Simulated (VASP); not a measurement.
# K (P6_3/mmc) in VASP: further runs

Runs on K. Level: PBEsol. Tasks: single point, relaxation of shape and atoms at fixed volume.

Program: VASP 6.6.1. These are calculated values, not measurements. Logs are shortened: lines on timing, memory, paths and dates and some standing lists are left out, and cuts for length are marked.

### 1 The cell of the first run

It takes space group P6_3/mmc (No. 194, hexagonal). Conventional cell: a = 4.506 Å, b = 4.506 Å, c = 7.300 Å, α = 90.00°, β = 90.00°, γ = 120.00°. K (site symmetry -6m2) has 12 K at 4.48 to 4.51 Å within 5.9 Å.

This isn't the form of K at room conditions, which is bcc.

### 2 Single point, PBEsol (64.19 Å³/atom)

INCAR reads:

```
PREC = Accurate
ENCUT = 520
EDIFF = 1E-7
ISMEAR = -1
SIGMA = 0.05
LREAL = F
LASPH = T
NELM = 60
ALGO = Normal
ISIF = 2
LWAVE = F
LCHARG = T
GGA = PS
LELF = T
LVHAR = T
NBANDS = 16
```

KPOINTS reads:

```
Automatic mesh
0
Gamma
  10 10 5
```

POSCAR reads:

```
K
1.0
    4.5062867137      0.0000000000      0.0000000000
   -2.2531433569      3.9025587708      0.0000000000
    0.0000000000      0.0000000000      7.3001844763
K
2
Direct
    0.3333333333      0.6666666667      0.2500000000
    0.6666666667      0.3333333333      0.7500000000
```

Potentials or basis: VASP PAW PBE potentials, release 64 (K_sv).

Launch:

```
cat potpaw_PBE.64/K_sv/POTCAR > POTCAR
mpirun -np 1 vasp_std > vasp.out
```

OUTCAR:

```text
PREC = Accurate
   ENCUT = 520
   EDIFF = 1E-7
   ISMEAR = -1
   LREAL = F
   LASPH = T
   NELM = 60
   ISIF = 2
   GGA = PS

 ion  position               nearest neighbor table
   1  0.333  0.667  0.250-
   2  0.667  0.333  0.750-

  LATTYP: Found a hexagonal cell.
 ALAT       =     4.5062867137
 C/A-ratio  =     1.6200000000

  Lattice vectors:

 A1 = (   4.5062867137,   0.0000000000,   0.0000000000)
 A2 = (  -2.2531433569,   3.9025587708,   0.0000000000)
 A3 = (   0.0000000000,   0.0000000000,   7.3001844763)

Analysis of symmetry for initial positions (statically):
=====================================================================
 Subroutine PRICEL returns:
 Original cell was already a primitive cell.

 Routine SETGRP: Setting up the symmetry group for a
 hexagonal supercell.

 Subroutine GETGRP returns: Found 24 space group operations
 (whereof 12 operations were pure point group operations)
 out of a pool of 24 trial point group operations.

The static configuration has the point symmetry D_3d.
 The point group associated with its full space group is D_6h.

Analysis of symmetry for dynamics (positions and initial velocities):
=====================================================================
 Subroutine PRICEL returns:
 Original cell was already a primitive cell.

 Routine SETGRP: Setting up the symmetry group for a
 hexagonal supercell.

 Subroutine GETGRP returns: Found 24 space group operations
 (whereof 12 operations were pure point group operations)
 out of a pool of 24 trial point group operations.

The dynamic configuration has the point symmetry D_3d.
 The point group associated with its full space group is D_6h.

 Subroutine INISYM returns: Found 24 space group operations
 (whereof 12 operations are pure point group operations),
 and found     1 'primitive' translations

----------------------------------------------------------------------------------------

                                     Primitive cell

  volume of cell :     128.3814

  direct lattice vectors                    reciprocal lattice vectors
     4.506286714  0.000000000  0.000000000     0.221912200  0.128121069  0.000000000
    -2.253143357  3.902558771  0.000000000     0.000000000  0.256242137  0.000000000
     0.000000000  0.000000000  7.300184476     0.000000000  0.000000000  0.136982840

  length of vectors
     4.506286714  4.506286714  7.300184476     0.256242137  0.256242137  0.136982840

  position of ions in fractional coordinates (direct lattice)
     0.333333333  0.666666667  0.250000000
     0.666666667  0.333333333  0.750000000

  ion indices of the primitive-cell ions
   primitive index   ion index
                 1           1
                 2           2

----------------------------------------------------------------------------------------

 KPOINTS: Automatic mesh

Automatic generation of k-mesh.
 Grid dimensions read from file:
 generate k-points for:   10   10    5

 Generating k-lattice:

  Cartesian coordinates                     Fractional coordinates (reciprocal lattice)
     0.022191220  0.012812107  0.000000000     0.100000000  0.000000000  0.000000000
     0.000000000  0.025624214  0.000000000     0.000000000  0.100000000  0.000000000
     0.000000000  0.000000000  0.027396568     0.000000000  0.000000000  0.200000000

  Length of vectors
     0.025624214  0.025624214  0.027396568

  Shift w.r.t. Gamma in fractional coordinates (k-lattice)
     0.000000000  0.000000000  0.000000000

 Subroutine IBZKPT returns following result:
 ===========================================

 Found     42 irreducible k-points:

 Following reciprocal coordinates:
            Coordinates               Weight
  0.000000  0.000000  0.000000      1.000000
  0.100000 -0.000000  0.000000      6.000000
  0.200000 -0.000000  0.000000      6.000000
  0.300000  0.000000  0.000000      6.000000
  0.400000  0.000000  0.000000      6.000000
  0.500000  0.000000  0.000000      3.000000
[... 16 lines left out ...]
  0.300000  0.100000  0.200000     24.000000
  0.400000  0.100000  0.200000     24.000000
 [... further k-points ...]
   k-points           NKPTS =     42   k-points in BZ     NKDIM =     42   number of bands    NBANDS=     16
   number of dos      NEDOS =    301   number of ions     NIONS =      2
   total plane-waves  NPLWV =  69984
   dimension x,y,z NGX =    36 NGY =   36 NGZ =   54
   dimension x,y,z NGXF=    72 NGYF=   72 NGZF=  108
   ions per type =               2
   NGX,Y,Z   is equivalent  to a cutoff of  13.28, 13.28, 12.30 a.u.
   NGXF,Y,Z  is equivalent  to a cutoff of  26.56, 26.56, 24.59 a.u.
 SYSTEM =  unknown system
   PREC   = accura    normal or accurate (medium, high low for compatibility)
   ISTART =      0    job   : 0-new  1-cont  2-samecut
   ICHARG =      2    charge: 1-file 2-atom 10-const
   ISPIN  =      1    spin polarized calculation?
   LNONCOLLINEAR =      F non collinear calculations
   LSORBIT =      F    spin-orbit coupling
   LASPH  =      T    aspherical Exc in radial PAW
   ENCUT  =  520.0 eV  38.22 Ry    6.18 a.u.   8.38  8.38 13.57*2*pi/ulx,y,z
   NELM   =     60;   NELMIN=  2; NELMDL= -5     # of ELM steps
   EDIFF  = 0.1E-06   stopping-criterion for ELM
   LREAL  =      F    real-space projection
   EDIFFG = 0.1E-05   stopping-criterion for IOM
   NSW    =      0    number of steps for IOM
   IBRION =     -1    ionic relax: 0-MD 1-quasi-New 2-CG
   NFREE  =      0    steps in history (QN), initial steepest desc. (CG)
   ISIF   =      2    stress and relaxation
   ISYM   =      2    0-nonsym 1-usesym 2-fastsym
   POTIM  = 0.5000    time-step for ionic-motion
   TEBEG  =    0.0;   TEEND  =   0.0 temperature during run
   PSTRESS=    0.0 pullay stress
   NELECT =      18.0000    total number of electrons
   NUPDOWN=      -1.0000    fix difference up-down
   EMIN   =  10.00;   EMAX   =-10.00  energy-range for DOS
   EFERMI =   0.00;   METHOD = LEGACY
   ISMEAR =    -1;   SIGMA  =   0.05  broadening in eV -4-tet -1-fermi 0-gaus
   EFERMI_NEDOS =   21; number of points for ismear=-14 and -15
   IALGO  =     38    algorithm
   IMIX   =      4    mixing-type and parameters
     AMIX     =   0.40;   BMIX     =  1.00
     AMIX_MAG =   1.60;   BMIX_MAG =  1.00
  volume/ion in A,a.u.               =      64.19       433.18
  Fermi-wavevector in a.u.,A,eV,Ry     =   0.850482  1.607177  9.841354  0.723319
  Thomas-Fermi vector in A             =   1.966466
   LORBIT       =      0    0 simple, 1 ext, 2 COOP (PROOUT), +10 PAW based schemes
   GGA     = PS    functional components
   LHFCALC =     F    Hartree Fock is set to
   AEXX    =    0.0000 exact exchange contribution
   IVDW    =     0    specifies the selected vdW correction
   LEPSILON=     F    determine dielectric tensor
   LRPA    =     F    only Hartree local field effects (RPA)
 non-spin polarized calculation
  energy-cutoff  :      520.00
  volume of cell :      128.38
 maximum number of plane-waves:      3501
 NGX is ok and might be reduce to    36
   NGX = 17   NGY = 17   NGZ = 27

 number of electron      18.0000004 magnetization

 Free energy of the ion-electron system (eV)
  ---------------------------------------------------
  ext. energy  EPLUGINS =         0.00000000
  ---------------------------------------------------
  free energy    TOTEN  =        -2.25413893 eV

  energy without entropy =       -2.24100135  energy(sigma->0) =       -2.24757014

 E-fermi :   0.1367     XC(G=0):  -6.0469

 val. band max:        0.0946711223   @ k =   0.2000  -0.0000   0.2000
 cond. band min:       0.1765155738   @ k =   0.3000   0.1000   0.4000
 fundamental gap:      0.0818444515
 Fermi energy:         0.1366926024

 k-point     1 :       0.0000    0.0000    0.0000
  band No.  band energies     occupation
      1     -31.7663      2.00000
      2     -31.7587      2.00000
      3     -15.3760      2.00000
      4     -15.2804      2.00000
      5     -15.2804      2.00000
      6     -15.2650      2.00000
[... 8 lines left out ...]
     15       4.7783      0.00000
     16       4.7783      0.00000

 k-point     2 :       0.1000   -0.0000    0.0000
  band No.  band energies     occupation
      1     -31.7657      2.00000
      2     -31.7584      2.00000
      3     -15.3724      2.00000
      4     -15.2881      2.00000
      5     -15.2829      2.00000
      6     -15.2730      2.00000
[... 8 lines left out ...]
     15       4.7101      0.00000
     16       4.8941      0.00000

 k-point     3 :       0.2000   -0.0000    0.0000
  band No.  band energies     occupation
      1     -31.7641      2.00000
      2     -31.7577      2.00000
      3     -15.3625      2.00000
      4     -15.3084      2.00000
      5     -15.2935      2.00000
      6     -15.2892      2.00000
[... 8 lines left out ...]
     15       4.6140      0.00000
     16       4.7775      0.00000

 k-point     4 :       0.3000    0.0000    0.0000
  band No.  band energies     occupation
      1     -31.7619      2.00000
      2     -31.7570      2.00000
      3     -15.3485      2.00000
      4     -15.3339      2.00000
      5     -15.3181      2.00000
      6     -15.2967      2.00000
[... 8 lines left out ...]
     15       4.4875      0.00000
     16       4.9428      0.00000
[... 324 lines left out ...]
 k-point    22 :       0.2000    0.1000    0.2000
  band No.  band energies     occupation
      1     -31.7621      2.00000
      2     -31.7577      2.00000
      3     -15.3518      2.00000
      4     -15.3188      2.00000
      5     -15.3126      2.00000
      6     -15.2931      2.00000
[... 8 lines left out ...]
     15       4.2983      0.00000
     16       4.8963      0.00000

 k-point    23 :       0.3000    0.1000    0.2000
  band No.  band energies     occupation
      1     -31.7602      2.00000
      2     -31.7571      2.00000
      3     -15.3542      2.00000
      4     -15.3381      2.00000
      5     -15.3205      2.00000
      6     -15.3012      2.00000
[... 8 lines left out ...]
     15       4.0834      0.00000
     16       4.9867      0.00000

 k-point    24 :       0.4000    0.1000    0.2000
  band No.  band energies     occupation
      1     -31.7588      2.00000
      2     -31.7568      2.00000
      3     -15.3638      2.00000
      4     -15.3485      2.00000
      5     -15.3178      2.00000
      6     -15.3044      2.00000
[... 8 lines left out ...]
     15       4.0020      0.00000
     16       5.0091      0.00000

 [... further k-points ...]

------------------------ aborting loop because EDIFF is reached ----------------------------------------

  FORCE on cell =-STRESS in cart. coord.  units (eV):
  Direction    XX          YY          ZZ          XY          YZ          ZX
  --------------------------------------------------------------------------------------
  -------------------------------------------------------------------------------------
  Total        0.3500778      0.3500778      0.3918134     -0.0000000      0.0000000      0.0000000
  in kB        4.3689100      4.3689100      4.8897628     -0.0000000      0.0000000      0.0000000
  external PRESSURE =       4.5425276 kB  Pullay stress =       0.0000000 kB

 VOLUME and BASIS-vectors are now :
 -----------------------------------------------------------------------------
  energy-cutoff  :      520.00
  volume of cell :      128.38
      direct lattice vectors                 reciprocal lattice vectors
     4.506286714  0.000000000  0.000000000     0.221912200  0.128121069  0.000000000
    -2.253143357  3.902558771  0.000000000     0.000000000  0.256242137  0.000000000
     0.000000000  0.000000000  7.300184476     0.000000000  0.000000000  0.136982840

 POSITION                                       TOTAL-FORCE (eV/Angst)
 -----------------------------------------------------------------------------------
     -0.00000      2.60171      1.82505        -0.000000      0.000000     -0.000000
      2.25314      1.30085      5.47514         0.000000     -0.000000      0.000000
 -----------------------------------------------------------------------------------
    total drift:                               -0.000000      0.000000     -0.000000

  FREE ENERGIE OF THE ION-ELECTRON SYSTEM (eV)
  ---------------------------------------------------
  free  energy   TOTEN  =        -2.2541389347 eV

  energy  without entropy=       -2.2410013547  energy(sigma->0) =       -2.24757014
```

Run time: 34 s. Hardware: 1 thread of Intel Xeon 6975P-C (Granite Rapids), shared host; peak memory 0.28 GiB.

What came out:

```yaml
Free_energy: -2.2541 eV
Pressure: 0.5 GPa
Band_gap_on_the_k_mesh: zero (bands 9 and 10 overlap by 1.98 eV)
```

Caveat: the PAW data sets were made with another functional, which shifts forces and pressure a little.

### 3 Single point, PBEsol

This run uses another cell than the first one, of 71.32 Å³/atom.

INCAR reads:

```
SYSTEM = K
ALGO = Normal ; EDIFF = 1E-6
ENCUT = 520 ; GGA = PS
ISIF = 2 ; ISMEAR = -1
LASPH = .True. ; LCHARG = .False.
LREAL = .False. ; LWAVE = .False.
NBANDS = 16 ; NELM = 100
PREC = Accurate ; SIGMA = 0.05
```

KPOINTS reads:

```
k-points
0
Gamma
  10 10 5
  0 0 0
```

POSCAR reads:

```
K
1.0
    4.6673601860      0.0000000000      0.0000000000
   -2.3336800930      4.0420524897      0.0000000000
    0.0000000000      0.0000000000      7.5611235014
K
2
Direct
    0.3333333333      0.6666666667      0.2500000000
    0.6666666667      0.3333333333      0.7500000000
```

Potentials or basis: VASP PAW PBE potentials, release 64 (K_sv).

Launch:

```
cat potpaw_PBE.64/K_sv/POTCAR > POTCAR
mpirun -np 1 vasp_std > vasp.out
```

It took 27 s on 1 thread of Intel Xeon 6975P-C (Granite Rapids), shared host; peak memory 0.27 GiB.

Results (log left out):

```yaml
Free_energy: -2.2732 eV
Pressure: 0.0 GPa
Band_gap_on_the_k_mesh: zero (bands 9 and 10 overlap by 1.90 eV)
```

Levels at points of the mesh, in eV from the Fermi level:
| k point | band 6 | band 7 | band 8 | band 9 | band 10 | band 11 | band 12 | band 13 |
| --- | --- | --- | --- | --- | --- | --- | --- | --- |
| (0.00, 0.00, 0.00) | -15.47 | -15.47 | -15.47 | -2.20 | 0.35 | 0.60 | 4.11 | 4.11 |
| (0.50, 0.00, 0.00) | -15.50 | -15.49 | -15.48 | 0.12 | 0.25 | 1.65 | 1.98 | 2.35 |

Caveat: the PAW data sets were made with another functional, which shifts forces and pressure a little.

### 4 Relaxation of shape and atoms at fixed volume, PBEsol

This run uses another cell than the first one, of 28.53 Å³/atom.

INCAR reads:

```
PREC = Accurate ; ENCUT = 600
EDIFF = 1E-7 ; ISMEAR = -1
SIGMA = 0.05 ; LREAL = False
LASPH = True ; NELM = 100
ALGO = Normal ; ISIF = 4
LWAVE = False ; LCHARG = False
GGA = PS ; IBRION = 2
NSW = 50 ; EDIFFG = -0.005
```

KPOINTS reads:

```
Automatic mesh
0
Gamma
  10 10 5
```

POSCAR reads:

```
K
1.0
    3.4389403882      0.0000000000      0.0000000000
   -1.7194701941      2.9782097382      0.0000000000
    0.0000000000      0.0000000000      5.5710834288
K
2
Direct
    0.3333333333      0.6666666667      0.2500000000
    0.6666666667      0.3333333333      0.7500000000
```

Launch:

```
cat potpaw_PBE.64/K_sv/POTCAR > POTCAR
mpirun -np 1 vasp_std > vasp.out
```

Run time: 48 s. Hardware: 1 thread of Intel Xeon 6975P-C (Granite Rapids), shared host; peak memory 0.2 GiB.

The run converged. Its results:

* Free energy: 0.0027 eV
* Energy gained by relaxing: 0.9 meV/atom
* Ionic steps: 5
* Pressure after relaxing: 16.2 GPa
* Band gap on the k mesh: zero (bands 9 and 10 overlap by 2.27 eV)

The path:
```
step  energy change (eV)  largest force (eV/Å)  pressure (GPa)  volume (Å³)
   1              0.0000                0.0000           16.37        57.06
   2             -0.0005                0.0000           16.34        57.06
   3             -0.0015                0.0000           16.28        57.06
   4             -0.0015                0.0000           16.17        57.06
   5             -0.0018                0.0000           16.22        57.06
```

Final structure:
```xyz
2
Lattice="3.4055 0.0000 0.0000 -1.7027 2.9492 0.0000 0.0000 0.0000 5.6812" Properties=species:S:1:pos:R:3 pbc="T T T"
K     0.0000    1.9661    1.4203
K     1.7027    0.9831    4.2609
```

Levels at points of the mesh, in eV from the Fermi level:
```
           k point  band 6  band 7  band 8  band 9  band 10  band 11  band 12  band 13
(0.00, 0.00, 0.00)  -15.34  -15.31  -15.31   -3.50    -0.20     1.83     4.25     4.41
(0.50, 0.00, 0.00)  -15.70  -15.58  -15.47    0.15     0.35     0.54     1.80     3.22
```

Caveat: the PAW data sets were made with another functional, which shifts forces and pressure a little.

### 5 Overview

| task | cell | cutoff (eV) | gap on the mesh (eV) | pressure (GPa) |
| --- | --- | --- | --- | --- |
| single point | a = 4.506, b = 4.506, c = 7.300 Å, angles 90.0, 90.0, 120.0°, 2 atoms | 520 | none | 0.5 |
| single point | a = 4.667, b = 4.667, c = 7.561 Å, angles 90.0, 90.0, 120.0°, 2 atoms | 520 | none | 0.0 |
| relaxation of shape and atoms at fixed volume | relaxed from a = 3.439, b = 3.439, c = 5.571 Å, angles 90.0, 90.0, 120.0°, 2 atoms | 600 | none | 16.2 |

Alike in all rows: level PBEsol; potentials or basis VASP PAW PBE potentials, release 64 (K_sv); no spin polarisation; k mesh 10 × 10 × 5; smearing fermi-dirac 0.05 eV.

Caveats: the PAW data sets were made with another functional, which shifts forces and pressure a little.

Total energies depend on the potentials used, so only differences within one code and one set of settings carry meaning.

The gap in the log of VASP goes by the Fermi energy; the results here count the filled bands.